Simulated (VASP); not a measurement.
# S (P3_121) in VASP: a series of runs, part 2 of 2

VASP 6.6.1.

## 3. Single point, PBEsol

This run uses another cell than the first one, of 23.37 Å³/atom, 1.259 times its volume.

The input, INCAR:

```
SYSTEM = S
ALGO     = Normal         ! electronic algorithm
EDIFF    = 1E-6           ! SCF threshold, eV
ENCUT    = 520            ! plane-wave cutoff, eV
GGA      = PS             ! functional
ISIF     = 2              ! what is computed and relaxed
ISMEAR   = 0              ! smearing method
LASPH    = .TRUE.         ! aspherical terms in the spheres
LCHARG   = .FALSE.        ! write CHGCAR
LREAL    = .FALSE.        ! projectors in reciprocal space
LWAVE    = .FALSE.        ! write WAVECAR
NBANDS   = 16             ! bands
NELM     = 100            ! most SCF steps
PREC     = Accurate       ! precision mode
SIGMA    = 0.1            ! smearing width, eV
```

The input, KPOINTS:

```
k-points
0
G
  6 6 4
  0 0 0
```

The input, POSCAR:

```
S
1.0
    4.2818200294      0.0000000000      0.0000000000
   -2.1409100148      3.7081649199      0.0000000000
    0.0000000000      0.0000000000      4.4160094064
S
3
Direct
    0.1980182179      0.0000000000      0.3333333333
    0.0000000000      0.1980182179      0.6666666667
    0.8019817821      0.8019817821      0.0000000000
```

Potentials or basis: VASP PAW PBE potentials, release 64 (S).

Launch:

```console
$ cat potpaw_PBE.64/S/POTCAR > POTCAR
$ mpirun -np 1 vasp_std > vasp.out
```

Wall time 9.7 s (1 thread of Intel Xeon 6975P-C (Granite Rapids), shared host); peak memory 0.18 GiB.

It converged, with:

```
Free energy            : -13.0602 eV
Pressure               : -0.1 GPa
Largest force          : 0.088 eV/Å
Band gap on the k mesh : 1.72 eV, indirect (least direct gap 2.12 eV)
```

Forces on the atoms (eV/Å):
```
S   -0.088  0.000  0.000
S    0.044 -0.076  0.000
S    0.044  0.076  0.000
```

Stress tensor (GPa, compression positive):
```
 0.08  0.00  0.00
 0.00  0.08  0.00
 0.00  0.00 -0.55
```

Levels at points of the mesh, in eV from the valence-band top:
```
           k point  band 6  band 7  band 8  band 9  band 10  band 11  band 12  band 13
(0.00, 0.00, 0.00)   -4.18   -2.72   -2.72   -0.48     2.82     2.89     2.89     6.32
(0.50, 0.00, 0.00)   -3.66   -2.83   -2.36   -1.06     2.72     3.33     4.55     6.15
(0.00, 0.00, 0.50)   -4.13   -1.76   -1.76   -1.12     1.72     1.81     1.81     6.41
(0.50, 0.00, 0.50)   -4.79   -1.73   -1.30    0.00     2.12     2.73     3.67     6.50
```

Caveat: the PAW data sets were made with another functional, which shifts forces and pressure a little.

## 4. Single point, PBEsol

This run uses another cell than the first one, of 24.79 Å³/atom, 1.335 times its volume.

The input, INCAR:

```
  PREC = Accurate
  ENCUT = 520
  EDIFF = 1E-7
  ISMEAR = 0
  SIGMA = 0.02
  LREAL = F
  LASPH = T
  NELM = 60
  ALGO = Normal
  ISIF = 2
  LWAVE = F
  LCHARG = F
  GGA = PS
  NBANDS = 16
```

The input, KPOINTS:

```
regular mesh
0
Gamma
  6 6 6
```

The input, POSCAR:

```
S
1.0
    4.4189943551      0.0000000001      0.0000000000
   -2.2094971776      3.8269613707      0.0000000000
    0.0000000000      0.0000000000      4.3980109647
S
3
Direct
    0.1917627227      0.0000000000      0.3333333333
    0.0000000000      0.1917627227      0.6666666667
    0.8082372773      0.8082372773      0.0000000000
```

Launch:

```console
$ cat potpaw_PBE.64/S/POTCAR > POTCAR
$ mpirun -np 1 vasp_std > vasp.out
```

It took 17 s on 1 thread of Intel Xeon 6975P-C (Granite Rapids), shared host; peak memory 0.19 GiB.

Results (log left out):

- Free energy: -13.0706 eV
- Pressure: -0.4 GPa
- Largest force: 0.094 eV/Å
- Band gap on the k mesh: 1.93 eV, indirect (least direct gap 2.25 eV)

Forces on the atoms (eV/Å):
```
S   -0.094  0.000  0.000
S    0.047 -0.081  0.000
S    0.047  0.081  0.000
```

Stress tensor (GPa, compression positive):
```
-0.27  0.00  0.00
 0.00 -0.27  0.00
 0.00  0.00 -0.56
```

Levels at points of the mesh, in eV from the valence-band top:
| k point | band 6 | band 7 | band 8 | band 9 | band 10 | band 11 | band 12 | band 13 |
| --- | --- | --- | --- | --- | --- | --- | --- | --- |
| (0.00, 0.00, 0.00) | -3.97 | -2.63 | -2.63 | -0.42 | 3.04 | 3.09 | 3.09 | 6.16 |
| (0.50, 0.00, 0.00) | -3.44 | -2.66 | -2.32 | -0.90 | 2.91 | 3.51 | 4.52 | 6.48 |
| (0.00, 0.00, 0.50) | -4.11 | -1.58 | -1.58 | -0.96 | 1.93 | 2.00 | 2.00 | 6.64 |
| (0.50, 0.00, 0.50) | -4.67 | -1.48 | -1.09 | 0.00 | 2.25 | 2.81 | 3.77 | 6.58 |

Caveat: the PAW data sets were made with another functional, which shifts forces and pressure a little. A k mesh can miss the band edges.

## 5. Single point, PBEsol

This run uses another cell than the first one, of 24.79 Å³/atom, 1.335 times its volume.

The input, INCAR:

```
SYSTEM = S
PREC = Accurate
ENCUT = 520
EDIFF = 1E-6
ISMEAR = 0
SIGMA = 0.02
LREAL = .False.
LASPH = .True.
NELM = 80
ALGO = Normal
ISIF = 2
LWAVE = .False.
LCHARG = .True.
GGA = PS
LELF = .True.
LVHAR = .True.
NBANDS = 16
```

The input, KPOINTS:

```
Automatic mesh
0
Gamma
  6 6 6
  0 0 0
```

POSCAR is that of step 4.

Potentials or basis: VASP PAW PBE potentials, release 64 (S).

Launch:

```console
$ cat potpaw_PBE.64/S/POTCAR > POTCAR
$ mpirun -np 1 vasp_std > vasp.out
```

OUTCAR:

```text
SYSTEM = S
   PREC = Accurate
   ENCUT = 520
   EDIFF = 1E-6
   ISMEAR = 0
   LREAL = .False.
   LASPH = .True.
   NELM = 80
   ISIF = 2
   GGA = PS

 ion  position               nearest neighbor table
   1  0.192  0.000  0.333-   3 2.07   2 2.07
   2  0.000  0.192  0.667-   3 2.07   1 2.07
   3  0.808  0.808  0.000-   1 2.07   2 2.07

  LATTYP: Found a hexagonal cell.
 ALAT       =     4.4189943551
 C/A-ratio  =     0.9952515462

  Lattice vectors:

 A1 = (   4.4189943551,   0.0000000001,   0.0000000000)
 A2 = (  -2.2094971776,   3.8269613707,   0.0000000000)
 A3 = (   0.0000000000,   0.0000000000,   4.3980109647)

Analysis of symmetry for initial positions (statically):
=====================================================================
 Subroutine PRICEL returns:
 Original cell was already a primitive cell.

 Routine SETGRP: Setting up the symmetry group for a
 hexagonal supercell.

 Subroutine GETGRP returns: Found  6 space group operations
 (whereof  2 operations were pure point group operations)
 out of a pool of 24 trial point group operations.

[... 168 lines left out ...]

 val. band max:        2.5328358305   @ k =   0.5000   0.0000   0.5000
 cond. band min:       4.4586068994   @ k =   0.0000   0.0000   0.5000
 fundamental gap:      1.9257710688
 Fermi energy:         2.6152506325

 k-point     1 :       0.0000    0.0000    0.0000
  band No.  band energies     occupation
      1     -14.1042      2.00000
      2      -8.9029      2.00000
      3      -8.9029      2.00000
      4      -2.0710      2.00000
      5      -2.0710      2.00000
      6      -1.4370      2.00000
[... 433 lines left out ...]
      3      -6.7550      2.00000
      4      -3.4816      2.00000
      5      -2.5620      2.00000
      6      -1.4059      2.00000
[... 8 lines left out ...]
     15      10.4191      0.00000
     16      11.0448      0.00000

 [... further k-points ...]

------------------------ aborting loop because EDIFF is reached ----------------------------------------

  FORCE on cell =-STRESS in cart. coord.  units (eV):
  Direction    XX          YY          ZZ          XY          YZ          ZX
  --------------------------------------------------------------------------------------
  -------------------------------------------------------------------------------------
  Total       -0.1249111     -0.1249111     -0.2622065     -0.0000000      0.0000000      0.0000000
  in kB       -2.6907776     -2.6907776     -5.6483325     -0.0000000      0.0000000      0.0000000
  external PRESSURE =      -3.6766292 kB  Pullay stress =       0.0000000 kB

 VOLUME and BASIS-vectors are now :
 -----------------------------------------------------------------------------
  energy-cutoff  :      520.00
  volume of cell :       74.38
      direct lattice vectors                 reciprocal lattice vectors
     4.418994355  0.000000000  0.000000000     0.226295831  0.130651959  0.000000000
    -2.209497178  3.826961371  0.000000000    -0.000000000  0.261303918  0.000000000
     0.000000000  0.000000000  4.398010965     0.000000000  0.000000000  0.227375513

 POSITION                                       TOTAL-FORCE (eV/Angst)
 -----------------------------------------------------------------------------------
      0.84740      0.00000      1.46600        -0.093820     -0.000000     -0.000000
     -0.42370      0.73387      2.93201         0.046910     -0.081251      0.000000
      1.78580      3.09309      0.00000         0.046910      0.081251     -0.000000
 -----------------------------------------------------------------------------------
    total drift:                                0.000000     -0.000000     -0.000000

  FREE ENERGIE OF THE ION-ELECTRON SYSTEM (eV)
  ---------------------------------------------------
  free  energy   TOTEN  =       -13.0705925796 eV

  energy  without entropy=      -13.0705925796  energy(sigma->0) =      -13.07059258
```

OSZICAR:

```text
N       E                     dE             d eps       ncg     rms          rms(c)
DAV:   1     0.820555840047E+02    0.82056E+02   -0.74613E+03  1088   0.944E+02
DAV:   2    -0.762631196370E+01   -0.89682E+02   -0.85078E+02  1512   0.167E+02
DAV:   3    -0.131188332020E+02   -0.54925E+01   -0.54717E+01  1456   0.466E+01
DAV:   4    -0.131801233167E+02   -0.61290E-01   -0.61276E-01  1456   0.586E+00
DAV:   5    -0.131815129127E+02   -0.13896E-02   -0.13896E-02  1472   0.852E-01    0.185E+01
DAV:   6    -0.131020553815E+02    0.79458E-01   -0.36672E-02  1480   0.108E+00    0.112E+01
DAV:   7    -0.130707460846E+02    0.31309E-01   -0.70984E-02  1312   0.152E+00    0.236E-01
DAV:   8    -0.130704746170E+02    0.27147E-03   -0.43074E-03  1312   0.430E-01    0.680E-02
DAV:   9    -0.130705507765E+02   -0.76160E-04   -0.16300E-04  1568   0.828E-02    0.380E-02
DAV:  10    -0.130705837911E+02   -0.33015E-04   -0.21932E-05  1352   0.296E-02    0.195E-02
DAV:  11    -0.130705916093E+02   -0.78182E-05   -0.53225E-06  1512   0.138E-02    0.438E-03
DAV:  12    -0.130705925796E+02   -0.97032E-06   -0.92418E-07  1088   0.602E-03
   1 F= -.13070593E+02 E0= -.13070593E+02  d E =-.661585E-11
```

Wall time 20 s (1 thread of Intel Xeon 6975P-C (Granite Rapids), shared host); peak memory 0.2 GiB.

What came out:

* Free energy: -13.0706 eV
* Pressure: -0.4 GPa
* Largest force: 0.094 eV/Å
* Band gap on the k mesh: 1.93 eV, indirect (least direct gap 2.25 eV)

Forces on the atoms (eV/Å):
```
S   -0.094  0.000  0.000
S    0.047 -0.081  0.000
S    0.047  0.081  0.000
```

Stress tensor (GPa, compression positive):
```
-0.27  0.00  0.00
 0.00 -0.27  0.00
 0.00  0.00 -0.56
```

Caveat: the PAW data sets were made with another functional, which shifts forces and pressure a little.

## 6. Summary

| cell | k mesh | smearing | gap on the mesh (eV) | pressure (GPa) | largest force (eV/Å) |
| --- | --- | --- | --- | --- | --- |
| a = 3.703, b = 3.703, c = 4.690 Å, angles 90.0, 90.0, 120.0°, 3 atoms | 6 × 6 × 4 | gaussian 0.1 eV | 0.77 | -3.2 | 1.20 |
| a = 4.282, b = 4.282, c = 4.416 Å, angles 90.0, 90.0, 120.0°, 3 atoms | 6 × 6 × 4 | gaussian 0.1 eV | 1.72 | -0.1 | 0.09 |
| a = 4.419, b = 4.419, c = 4.398 Å, angles 90.0, 90.0, 120.0°, 3 atoms | 6 × 6 × 6 | gaussian 0.02 eV | 1.93 | -0.4 | 0.09 |

Alike in all rows: task single point; level PBEsol; potentials or basis VASP PAW PBE potentials, release 64 (S); no spin polarisation; cutoff (eV) 520.

Caveats: the PAW data sets were made with another functional, which shifts forces and pressure a little.

Total energies depend on the potentials used, so only differences within one code and one set of settings carry meaning.
